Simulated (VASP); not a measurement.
# PbS (R-3m) in VASP: settings compared

PbS is run at these levels: HSE06, PBE; tasks: single point.

Program: VASP 6.6.1. These are calculated values, not measurements. Logs are shortened: lines on timing, memory, paths and dates and some standing lists are left out, and cuts for length are marked.

## 1. The cell of the first run

It takes space group R-3m (No. 166, trigonal). The conventional cell has a = 4.267 Å, b = 4.267 Å, c = 10.239 Å, α = 90.00°, β = 90.00°, γ = 120.00°. Pb (site symmetry -3m) has 6 S at 3.00 Å within 3.9 Å. S (site symmetry -3m) has 6 Pb at 3.00 Å within 3.9 Å.

## 2. Single point, HSE06 (epitaxial 111 strain +1.0%)

Contents of POSCAR:

```
PbS
1.0
   -0.0409198569      2.9761851461      2.9761851461
    2.9761851461     -0.0409198569      2.9761851461
    2.9761851461      2.9761851461     -0.0409198569
Pb S
1 1
Direct
    0.0000000000      0.0000000000      0.0000000000
    0.5000000000      0.5000000000      0.5000000000
```

Contents of INCAR.step1:

```
PREC = Accurate ; ENCUT = 520
EDIFF = 1E-5 ; ISMEAR = 0
SIGMA = 0.01 ; LREAL = False
LASPH = True ; NELM = 60
ALGO = Normal ; ISIF = 2
LWAVE = True ; LCHARG = False
NBANDS = 17 ; GGA = PE
KPAR = 2
```

Contents of INCAR.step2:

```
PREC = Accurate ; ENCUT = 520
EDIFF = 1E-7 ; ISMEAR = 0
SIGMA = 0.01 ; LREAL = False
LASPH = True ; NELM = 60
ALGO = Normal ; ISIF = 2
LWAVE = False ; LCHARG = False
GGA = PE ; LHFCALC = True
HFSCREEN = 0.2079 ; PRECFOCK = Normal
NBANDS = 17 ; ISTART = 1
KPAR = 2
```

Contents of KPOINTS:

```
regular mesh
0
Gamma
  6 6 6
```

Potentials or basis: VASP PAW PBE potentials, release 64 (Pb_d, S).

The run is started by

```
> cat potpaw_PBE.64/Pb_d/POTCAR potpaw_PBE.64/S/POTCAR > POTCAR
> cp INCAR.step1 INCAR
> mpirun -np 2 vasp_std > vasp.out
> cp INCAR.step2 INCAR
> mpirun -np 2 vasp_std > vasp.out
```

OUTCAR:

```text
PREC = Accurate
   ENCUT = 520
   EDIFF = 1E-7
   ISMEAR = 0
   LREAL = False
   LASPH = True
   NELM = 60
   ISIF = 2
   GGA = PE
   LHFCALC = True
   HFSCREEN = 0.2079
   PRECFOCK = Normal
   ISTART = 1

 ion  position               nearest neighbor table
   1  0.000  0.000  0.000-   2 3.00   2 3.00   2 3.00   2 3.00   2 3.00   2 3.00
   2  0.500  0.500  0.500-   1 3.00   1 3.00   1 3.00   1 3.00   1 3.00   1 3.00

  LATTYP: Found a trigonal (rhomboedric) cell.
 ALAT       =     4.2091603061
 COS(alpha) =     0.4862049479

  Lattice vectors:

 A1 = (  -0.0409198569,   2.9761851461,   2.9761851461)
 A2 = (   2.9761851461,  -0.0409198569,   2.9761851461)
 A3 = (   2.9761851461,   2.9761851461,  -0.0409198569)

Analysis of symmetry for initial positions (statically):
=====================================================================
 Subroutine PRICEL returns:
 Original cell was already a primitive cell.

 Routine SETGRP: Setting up the symmetry group for a
 trigonal (rhombohedral) supercell.

 Subroutine GETGRP returns: Found 12 space group operations
 (whereof 12 operations were pure point group operations)
 out of a pool of 12 trial point group operations.

The static configuration has the point symmetry D_3d.

Analysis of symmetry for dynamics (positions and initial velocities):
=====================================================================
 Subroutine PRICEL returns:
 Original cell was already a primitive cell.

 Routine SETGRP: Setting up the symmetry group for a
 trigonal (rhombohedral) supercell.

 Subroutine GETGRP returns: Found 12 space group operations
 (whereof 12 operations were pure point group operations)
 out of a pool of 12 trial point group operations.

The dynamic configuration has the point symmetry D_3d.

 Subroutine INISYM returns: Found 12 space group operations
 (whereof 12 operations are pure point group operations),
 and found     1 'primitive' translations

----------------------------------------------------------------------------------------

                                     Primitive cell

  volume of cell :      53.8115

  direct lattice vectors                    reciprocal lattice vectors
[... 89 lines left out ...]
   EDIFFG = 0.1E-05   stopping-criterion for IOM
   NSW    =      0    number of steps for IOM
   IBRION =     -1    ionic relax: 0-MD 1-quasi-New 2-CG
   NFREE  =      0    steps in history (QN), initial steepest desc. (CG)
   ISIF   =      2    stress and relaxation
   ISYM   =      3    0-nonsym 1-usesym 2-fastsym
   POTIM  = 0.5000    time-step for ionic-motion
   TEBEG  =    0.0;   TEEND  =   0.0 temperature during run
   PSTRESS=    0.0 pullay stress
   NELECT =      20.0000    total number of electrons
   NUPDOWN=      -1.0000    fix difference up-down
   EMIN   =  10.00;   EMAX   =-10.00  energy-range for DOS
   EFERMI =   0.00;   METHOD = LEGACY
   ISMEAR =     0;   SIGMA  =   0.01  broadening in eV -4-tet -1-fermi 0-gaus
   EFERMI_NEDOS =   21; number of points for ismear=-14 and -15
   IALGO  =     38    algorithm
   IMIX   =      1    mixing-type and parameters
     AMIX     =   0.40;   BMIX     =  1.00
     AMIX_MAG =   1.60;   BMIX_MAG =  1.00
  volume/ion in A,a.u.               =      26.91       181.57
  Fermi-wavevector in a.u.,A,eV,Ry     =   1.177045  2.224293 18.849998  1.385436
  Thomas-Fermi vector in A             =   2.313399
   LORBIT       =      0    0 simple, 1 ext, 2 COOP (PROOUT), +10 PAW based schemes
   GGA     = PE    functional components
   LHFCALC =     T    Hartree Fock is set to
   PRECFOCK=normal    Normal, Fast or Accurate (Low or Medium for compatibility)
   ENCUT4O =  -1.0   cutoff for four orbital integrals eV
   NKREDX  =     1    reduce k-point grid by
   NKREDY  =     1    reduce k-point grid by
   NKREDZ  =     1    reduce k-point grid by
   AEXX    =    0.2500 exact exchange contribution
   HFSCREEN=    0.2079 screening length (either q_TF or 0.3 A-1)
   HFSCREENC=   0.2079 screening length for correlation (either q_TF or 0.3 A-1)
   ENCUTFOCK=  -1.0 apply spherical cutoff to Coloumb kernel
   IVDW    =     0    specifies the selected vdW correction
   LEPSILON=     F    determine dielectric tensor
   LRPA    =     F    only Hartree local field effects (RPA)
 non-spin polarized calculation
 Gauss-broadening in eV      SIGMA  =   0.01
  energy-cutoff  :      520.00
  volume of cell :       53.81
 maximum number of plane-waves:      1458
  NGX = 24; NGY = 24; NGZ = 24

 number of electron      20.0000002 magnetization

 Free energy of the ion-electron system (eV)
  ---------------------------------------------------
  ext. energy  EPLUGINS =         0.00000000
  ---------------------------------------------------
  free energy    TOTEN  =       -10.40422688 eV

  energy without entropy =      -10.40422688  energy(sigma->0) =      -10.40422688

 E-fermi :   5.2315     XC(G=0):  -7.9311

 val. band max:        5.1252705844   @ k =   0.5000   0.0000  -0.0000
 cond. band min:       5.9071973555   @ k =   0.5000   0.5000   0.5000
 fundamental gap:      0.7819267710
 Fermi energy:         5.2314825982

 k-point     1 :       0.0000    0.0000    0.0000
  band No.  band energies     occupation
      1     -13.4146      2.00000
      2     -13.4146      2.00000
      3     -13.4142      2.00000
      4     -13.4036      2.00000
      5     -13.4036      2.00000
      6      -9.7180      2.00000
[... 457 lines left out ...]
      4     -13.3787      2.00000
      5     -13.3586      2.00000
      6      -8.0245      2.00000
[... 9 lines left out ...]
     16      17.8724      0.00000
     17      18.5436      0.00000

 [... further k-points ...]

------------------------ aborting loop because EDIFF is reached ----------------------------------------

  FORCE on cell =-STRESS in cart. coord.  units (eV):
  Direction    XX          YY          ZZ          XY          YZ          ZX
  --------------------------------------------------------------------------------------
  -------------------------------------------------------------------------------------
  Total       -0.2649914     -0.2649914     -0.2649914      0.0985924      0.0985924      0.0985924
  in kB       -7.8898270     -7.8898270     -7.8898270      2.9354807      2.9354807      2.9354807
  external PRESSURE =      -7.8898270 kB  Pullay stress =       0.0000000 kB

 VOLUME and BASIS-vectors are now :
 -----------------------------------------------------------------------------
  energy-cutoff  :      520.00
  volume of cell :       53.81
      direct lattice vectors                 reciprocal lattice vectors
    -0.040919857  2.976185146  2.976185146    -0.164574628  0.166868925  0.166868925
     2.976185146 -0.040919857  2.976185146     0.166868925 -0.164574628  0.166868925
     2.976185146  2.976185146 -0.040919857     0.166868925  0.166868925 -0.164574628

 POSITION                                       TOTAL-FORCE (eV/Angst)
 -----------------------------------------------------------------------------------
      0.00000      0.00000      0.00000         0.000000     -0.000000      0.000000
      2.95573      2.95573      2.95573        -0.000000      0.000000     -0.000000
 -----------------------------------------------------------------------------------
    total drift:                                0.000000      0.000000      0.000000

  FREE ENERGIE OF THE ION-ELECTRON SYSTEM (eV)
  ---------------------------------------------------
  free  energy   TOTEN  =       -10.4042268791 eV

  energy  without entropy=      -10.4042268791  energy(sigma->0) =      -10.40422688
```

OUTCAR.step1:

```text
PREC = Accurate
   ENCUT = 520
   EDIFF = 1E-5
   ISMEAR = 0
   LREAL = False
[... 703 lines left out ...]
      0.00000      0.00000      0.00000         0.000000      0.000000      0.000000
      2.95573      2.95573      2.95573        -0.000000     -0.000000     -0.000000
 -----------------------------------------------------------------------------------
    total drift:                                0.000000     -0.000000     -0.000000

  FREE ENERGIE OF THE ION-ELECTRON SYSTEM (eV)
  ---------------------------------------------------
  free  energy   TOTEN  =        -8.7688087112 eV

  energy  without entropy=       -8.7688087112  energy(sigma->0) =       -8.76880871
```

OSZICAR.step1:

```text
N       E                     dE             d eps       ncg     rms          rms(c)
DAV:   1     0.157715996486E+03    0.15772E+03   -0.95605E+03  1088   0.122E+03
DAV:   2     0.291982276554E+01   -0.15480E+03   -0.14896E+03  1215   0.310E+02
DAV:   3    -0.895719360026E+01   -0.11877E+02   -0.11795E+02  1346   0.905E+01
DAV:   4    -0.926670586693E+01   -0.30951E+00   -0.30918E+00  1395   0.160E+01
DAV:   5    -0.927885902798E+01   -0.12153E-01   -0.12153E-01  1575   0.308E+00    0.440E+00
DAV:   6    -0.876386055880E+01    0.51500E+00   -0.15053E+00  1635   0.805E+00    0.309E+00
DAV:   7    -0.876546992449E+01   -0.16094E-02   -0.14468E-01  1292   0.187E+00    0.184E+00
DAV:   8    -0.876928158206E+01   -0.38117E-02   -0.18025E-02  1226   0.142E+00    0.355E-01
DAV:   9    -0.876857854255E+01    0.70304E-03   -0.38851E-03  1706   0.528E-01    0.919E-02
DAV:  10    -0.876880304749E+01   -0.22450E-03   -0.40397E-04  1223   0.117E-01    0.667E-02
DAV:  11    -0.876880871121E+01   -0.56637E-05   -0.55298E-05  1533   0.814E-02
   1 F= -.87688087E+01 E0= -.87688087E+01  d E =-.130121E-48
```

It took 56 min on 2 MPI ranks of Intel Xeon Platinum 8259CL at 2.50GHz (Skylake/Cascade Lake), shared host; peak memory 0.31 GiB.

What came out:

```
Free energy            : -10.4042 eV
Pressure               : -0.8 GPa
Band gap on the k mesh : 0.78 eV (least direct gap 0.90 eV)
```

Caveat: the cell differs from its parent crystal (epitaxial 111 strain +1.0%); the PAW data sets were made with another functional, which shifts forces and pressure a little; spin-orbit coupling is left out, which moves the levels of the heavy elements. A k mesh can miss the band edges.

## 3. Single point, PBE (epitaxial 111 strain +1.0%)

Contents of INCAR:

```
SYSTEM = PbS
  PREC = Accurate
  ENCUT = 520
  EDIFF = 1E-7
  ISMEAR = 0
  SIGMA = 0.01
  LREAL = .False.
  LASPH = .True.
  NELM = 100
  ALGO = Normal
  ISIF = 2
  LWAVE = .False.
  LCHARG = .False.
  GGA = PE
  NBANDS = 17
```

Contents of KPOINTS:

```
Automatic mesh
0
Gamma
  4 4 4
  0 0 0
```

POSCAR is that of step 2.

Potentials or basis: VASP PAW PBE potentials, release 64 (Pb_d, S).

The run is started by

```
> cat potpaw_PBE.64/Pb_d/POTCAR potpaw_PBE.64/S/POTCAR > POTCAR
> mpirun -np 1 vasp_std > vasp.out
```

Wall time 9.9 s (1 thread of Intel Xeon Platinum 8259CL at 2.50GHz (Skylake/Cascade Lake), shared host); peak memory 0.17 GiB.

The run converged. Its results:

| Item | Value |
| --- | --- |
| Free energy | -8.7543 eV |
| Pressure | 0.4 GPa |
| Band gap on the k mesh | 0.35 eV (least direct gap 0.45 eV) |

Stress tensor (GPa, compression positive):
```
0.43 0.28 0.28
0.28 0.43 0.28
0.28 0.28 0.43
```

Levels at points of the mesh, in eV from the valence-band top:
```tsv
k point	band 8	band 9	band 10	band 11	band 12	band 13
(0.00, 0.00, 0.00)	-2.06	-2.06	-1.92	5.12	5.14	5.14
(0.50, 0.00, 0.00)	-1.65	-1.60	0.00	0.48	2.03	2.12
(0.50, 0.50, 0.00)	-4.93	-3.30	-3.17	4.00	5.40	5.58
(0.50, 0.50, 0.50)	-1.69	-1.69	-0.10	0.35	1.92	1.92
```

Caveat: the k points lie up to 0.45 Å⁻¹ apart; the cell differs from its parent crystal (epitaxial 111 strain +1.0%); spin-orbit coupling is left out, which moves the levels of the heavy elements. A k mesh can miss the band edges.
